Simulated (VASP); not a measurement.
# Al (Fm-3m) in VASP: single point with PBE

Aim: the single point of Al with PBE.

Program: VASP 6.6.1. These are calculated values, not measurements. Logs are shortened: lines on timing, memory, paths and dates and some standing lists are left out, and cuts for length are marked.

## Step 1: The cell of the first run

Symmetry: Fm-3m, No. 225, cubic system. The conventional cell has a = 4.041 Å, b = 4.041 Å, c = 4.041 Å, α = 90.00°, β = 90.00°, γ = 90.00°. Al (site symmetry m-3m) has 12 Al at 2.86 Å within 3.8 Å.

## Step 2: Single point, PBE

Contents of INCAR:

```
SYSTEM = Al
  ALGO = Normal
  EDIFF = 1E-6
  ENCUT = 500
  GGA = PE
  GGA_COMPAT = .False.
  ISIF = 2
  ISMEAR = 0
  LASPH = .True.
  LCHARG = .False.
  LREAL = .False.
  LWAVE = .False.
  NBANDS = 8
  NELM = 120
  PREC = Accurate
  SIGMA = 0.1
```

Contents of KPOINTS:

```
k-points
0
Gamma
  18 18 18
  0 0 0
```

Contents of POSCAR:

```
Al
1.0
    0.0000000000      2.0207284189      2.0207284189
    2.0207284189      0.0000000000      2.0207284189
    2.0207284189      2.0207284189      0.0000000000
Al
1
Direct
    0.0000000000      0.0000000000      0.0000000000
```

Potentials or basis: VASP PAW PBE potentials, release 64 (Al).

On the command line:

```console
cat potpaw_PBE.64/Al/POTCAR > POTCAR
mpirun -np 1 vasp_std > vasp.out
```

OUTCAR:

```text
SYSTEM = Al
   EDIFF = 1E-6
   ENCUT = 500
   GGA = PE
   ISIF = 2
   ISMEAR = 0
   LASPH = .True.
   LREAL = .False.
   NELM = 120
   PREC = Accurate

 ion  position               nearest neighbor table
   1  0.000  0.000  0.000-

  LATTYP: Found a face centered cubic cell.
 ALAT       =     4.0414568378

  Lattice vectors:

 A1 = (   0.0000000000,   2.0207284189,   2.0207284189)
 A2 = (   2.0207284189,   0.0000000000,   2.0207284189)
 A3 = (   2.0207284189,   2.0207284189,   0.0000000000)

Analysis of symmetry for initial positions (statically):
=====================================================================
 Subroutine PRICEL returns:
 Original cell was already a primitive cell.

 Routine SETGRP: Setting up the symmetry group for a
 face centered cubic supercell.

 Subroutine GETGRP returns: Found 48 space group operations
 (whereof 48 operations were pure point group operations)
 out of a pool of 48 trial point group operations.

The static configuration has the point symmetry O_h .

Analysis of symmetry for dynamics (positions and initial velocities):
=====================================================================
 Subroutine PRICEL returns:
 Original cell was already a primitive cell.

 Routine SETGRP: Setting up the symmetry group for a
 face centered cubic supercell.

 Subroutine GETGRP returns: Found 48 space group operations
 (whereof 48 operations were pure point group operations)
 out of a pool of 48 trial point group operations.

The dynamic configuration has the point symmetry O_h .

 Subroutine INISYM returns: Found 48 space group operations
 (whereof 48 operations are pure point group operations),
 and found     1 'primitive' translations

----------------------------------------------------------------------------------------

                                     Primitive cell

  volume of cell :      16.5027

  direct lattice vectors                    reciprocal lattice vectors
     0.000000000  2.020728419  2.020728419    -0.247435526  0.247435526  0.247435526
     2.020728419  0.000000000  2.020728419     0.247435526 -0.247435526  0.247435526
     2.020728419  2.020728419  0.000000000     0.247435526  0.247435526 -0.247435526

  length of vectors
     2.857741536  2.857741536  2.857741536     0.428570903  0.428570903  0.428570903

[... 77 lines left out ...]
   NELM   =    120;   NELMIN=  2; NELMDL= -5     # of ELM steps
   EDIFF  = 0.1E-05   stopping-criterion for ELM
   LREAL  =      F    real-space projection
   EDIFFG = 0.1E-04   stopping-criterion for IOM
   NSW    =      0    number of steps for IOM
   IBRION =     -1    ionic relax: 0-MD 1-quasi-New 2-CG
   NFREE  =      0    steps in history (QN), initial steepest desc. (CG)
   ISIF   =      2    stress and relaxation
   ISYM   =      2    0-nonsym 1-usesym 2-fastsym
   POTIM  = 0.5000    time-step for ionic-motion
   TEBEG  =    0.0;   TEEND  =   0.0 temperature during run
   PSTRESS=    0.0 pullay stress
   NELECT =       3.0000    total number of electrons
   NUPDOWN=      -1.0000    fix difference up-down
   EMIN   =  10.00;   EMAX   =-10.00  energy-range for DOS
   EFERMI =   0.00;   METHOD = LEGACY
   ISMEAR =     0;   SIGMA  =   0.10  broadening in eV -4-tet -1-fermi 0-gaus
   EFERMI_NEDOS =   21; number of points for ismear=-14 and -15
   IALGO  =     38    algorithm
   IMIX   =      4    mixing-type and parameters
     AMIX     =   0.40;   BMIX     =  1.00
     AMIX_MAG =   1.60;   BMIX_MAG =  1.00
  volume/ion in A,a.u.               =      16.50       111.37
  Fermi-wavevector in a.u.,A,eV,Ry     =   0.927393  1.752519 11.701805  0.860058
  Thomas-Fermi vector in A             =   2.053458
   LORBIT       =      0    0 simple, 1 ext, 2 COOP (PROOUT), +10 PAW based schemes
   GGA     = PE    functional components
   LHFCALC =     F    Hartree Fock is set to
   AEXX    =    0.0000 exact exchange contribution
   IVDW    =     0    specifies the selected vdW correction
   LEPSILON=     F    determine dielectric tensor
   LRPA    =     F    only Hartree local field effects (RPA)
 non-spin polarized calculation
 Gauss-broadening in eV      SIGMA  =   0.10
  energy-cutoff  :      500.00
  volume of cell :       16.50
 maximum number of plane-waves:       444
 NGX is ok and might be reduce to    24
   NGX = 11   NGY = 11   NGZ = 11

 number of electron       3.0000000 magnetization

 Free energy of the ion-electron system (eV)
  ---------------------------------------------------
  ext. energy  EPLUGINS =         0.00000000
  ---------------------------------------------------
  free energy    TOTEN  =        -3.74452317 eV

  energy without entropy =       -3.74159978  energy(sigma->0) =       -3.74306147

 E-fermi :   7.9897     XC(G=0): -10.1959

 val. band max:        7.9834309896   @ k =  -0.2778   0.2778   0.0556
 cond. band min:       7.9907926817   @ k =  -0.2778   0.5000   0.2222
 fundamental gap:      0.0073616922
 Fermi energy:         7.9897298811

 k-point     1 :       0.0000    0.0000    0.0000
  band No.  band energies     occupation
      1      -3.1347      2.00000
      2      20.6170      0.00000
      3      20.6170      0.00000
      4      20.6170      0.00000
      5      22.1076      0.00000
      6      22.1076      0.00000
      7      22.1076      0.00000
      8      24.4633      0.00000
[... 243 lines left out ...]
 k-point    24 :      -0.2222    0.0556    0.0000
  band No.  band energies     occupation
      1      -1.4937      2.00000
      2      11.8391      0.00000
      3      17.2823      0.00000
      4      20.1336      0.00000
      5      21.8790      0.00000
      6      22.9295      0.00000
      7      23.3767      0.00000
      8      25.5789      0.00000

 [... further k-points ...]

------------------------ aborting loop because EDIFF is reached ----------------------------------------

  FORCE on cell =-STRESS in cart. coord.  units (eV):
  Direction    XX          YY          ZZ          XY          YZ          ZX
  --------------------------------------------------------------------------------------
  -------------------------------------------------------------------------------------
  Total       -0.0046636     -0.0046636     -0.0046636      0.0000000     -0.0000000      0.0000000
  in kB       -0.4527704     -0.4527704     -0.4527704      0.0000000     -0.0000000      0.0000000
  external PRESSURE =      -0.4527704 kB  Pullay stress =       0.0000000 kB

 VOLUME and BASIS-vectors are now :
 -----------------------------------------------------------------------------
  energy-cutoff  :      500.00
  volume of cell :       16.50
      direct lattice vectors                 reciprocal lattice vectors
     0.000000000  2.020728419  2.020728419    -0.247435526  0.247435526  0.247435526
     2.020728419  0.000000000  2.020728419     0.247435526 -0.247435526  0.247435526
     2.020728419  2.020728419  0.000000000     0.247435526  0.247435526 -0.247435526

 POSITION                                       TOTAL-FORCE (eV/Angst)
 -----------------------------------------------------------------------------------
      0.00000      0.00000      0.00000         0.000000      0.000000      0.000000
 -----------------------------------------------------------------------------------
    total drift:                               -0.000000      0.000000      0.000000

  FREE ENERGIE OF THE ION-ELECTRON SYSTEM (eV)
  ---------------------------------------------------
  free  energy   TOTEN  =        -3.7445231694 eV

  energy  without entropy=       -3.7415997785  energy(sigma->0) =       -3.74306147
```

OSZICAR:

```text
N       E                     dE             d eps       ncg     rms          rms(c)
DAV:   1    -0.234965442755E+01   -0.23497E+01   -0.83217E+02  3136   0.195E+02
DAV:   2    -0.375883275072E+01   -0.14092E+01   -0.13097E+01  4288   0.183E+01
DAV:   3    -0.376696702887E+01   -0.81343E-02   -0.81228E-02  4000   0.154E+00
DAV:   4    -0.376698837783E+01   -0.21349E-04   -0.21348E-04  4824   0.676E-02
DAV:   5    -0.376698844306E+01   -0.65227E-07   -0.65591E-07  4024   0.235E-03    0.130E+00
DAV:   6    -0.375400514452E+01    0.12983E-01   -0.16505E-03  4136   0.193E-01    0.758E-01
DAV:   7    -0.374452996964E+01    0.94752E-02   -0.49447E-03  4016   0.314E-01    0.147E-01
DAV:   8    -0.374452508184E+01    0.48878E-05   -0.13451E-05  4472   0.263E-02    0.803E-03
DAV:   9    -0.374452353166E+01    0.15502E-05   -0.84763E-07  4432   0.403E-03    0.685E-04
DAV:  10    -0.374452316937E+01    0.36230E-06   -0.35100E-09  2656   0.416E-04
   1 F= -.37445232E+01 E0= -.37430615E+01  d E =-.292339E-02
```

Run time: 11 s. Hardware: 1 thread of Intel Xeon 6975P-C, shared host; peak memory 0.14 GiB.

Results:

```
Free energy : -3.7445 eV
Pressure    : 0.0 GPa
```
